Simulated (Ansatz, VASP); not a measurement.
Al4Ru3: VASP beside Ansatz

Contents of INCAR:

```
SYSTEM = Al4Ru3
ALGO     = Normal         ! electronic algorithm
EDIFF    = 1E-7           ! SCF threshold, eV
EDIFFG   = -0.08          ! ionic threshold
ENCUT    = 600            ! plane-wave cutoff, eV
GGA      = PE             ! functional
IBRION   = 2              ! ionic algorithm
ISIF     = 3              ! what is computed and relaxed
ISMEAR   = 0              ! smearing method
LASPH    = .TRUE.         ! aspherical terms in the spheres
LCHARG   = .FALSE.        ! write CHGCAR
LREAL    = .FALSE.        ! projectors in reciprocal space
LWAVE    = .FALSE.        ! write WAVECAR
NELM     = 80             ! most SCF steps
NSW      = 36             ! ionic steps
PREC     = Accurate       ! precision mode
SIGMA    = 0.2            ! smearing width, eV
```

File KPOINTS:

```
k-points
0
G
  5 5 5
  0 0 0
```

POSCAR

```
Al4Ru3
1.0
    2.0750000000      1.1980018100      6.5666666700
   -2.0750000000      1.1980018100      6.5666666700
    0.0000000000     -2.3960036200      6.5666666700
Al Ru
4 3
Direct
    0.6250000000      0.6250000000      0.6250000000
    0.3750000000      0.3750000000      0.3750000000
    0.1250000000      0.1250000000      0.1250000000
    0.8750000000      0.8750000000      0.8750000000
    0.7500000000      0.7500000000      0.7500000000
    0.2500000000      0.2500000000      0.2500000000
    0.5000000000      0.5000000000      0.5000000000
```

Input for Ansatz:

```yaml
crystal:
  lattice:
    - [2.075, 1.19800181, 6.56666667]
    - [-2.075, 1.19800181, 6.56666667]
    - [0.0, -2.39600362, 6.56666667]
  atoms:
    - { symbol: Al, position: [0.625, 0.625, 0.625] }
    - { symbol: Al, position: [0.375, 0.375, 0.375] }
    - { symbol: Al, position: [0.125, 0.125, 0.125] }
    - { symbol: Al, position: [0.875, 0.875, 0.875] }
    - { symbol: Ru, position: [0.75, 0.75, 0.75] }
    - { symbol: Ru, position: [0.25, 0.25, 0.25] }
    - { symbol: Ru, position: [0.5, 0.5, 0.5] }
basis:
  ecutwfc: 420
kpoints:
  mp_grid: { grid: [5, 5, 5] }
hamiltonian:
  xc: pbe
scf:
  occupations: { method: gaussian, width: 0.2 }
  lower_state_search: "off"
output:
  forces: true
  stress: true
  eigenvalues: true
relax:
  adjacent_minimum: "off"
  f_tol: 0.08
  max_steps: 16
  cell: { stress_tol: 0.8 }
```

Alike in both runs: task relaxation of cell and atoms; functional PBE; k mesh 5 × 5 × 5; occupations gaussian, width 0.2 eV; no spin polarisation.

|  | VASP | Ansatz |
| --- | --- | --- |
| version | VASP 6.6.1 | Ansatz 0.2.0 |
| potentials or method | VASP PAW PBE potentials, release 64 (Al, Ru_pv), cutoff 600 eV | scalar-relativistic, plane waves, PAW |
| valence electrons in the cell | 54 | 60 |

```csv
,VASP,Ansatz,Ansatz less VASP
"gap on the k mesh at the Fermi level, each at its own relaxed structure (eV)",none,none,-
relaxed volume (Å³/atom),15.07,15.03,-0.047
relaxed length of the cell vector where the two differ most in proportion (Å),7.221,7.202,-0.0193
```

A gap of «none» marks a metal or a gap that the smearing closes. VASP's potentials hold 54 valence electrons a cell and Ansatz's 60, so a difference there can come from the potentials and not from the codes.
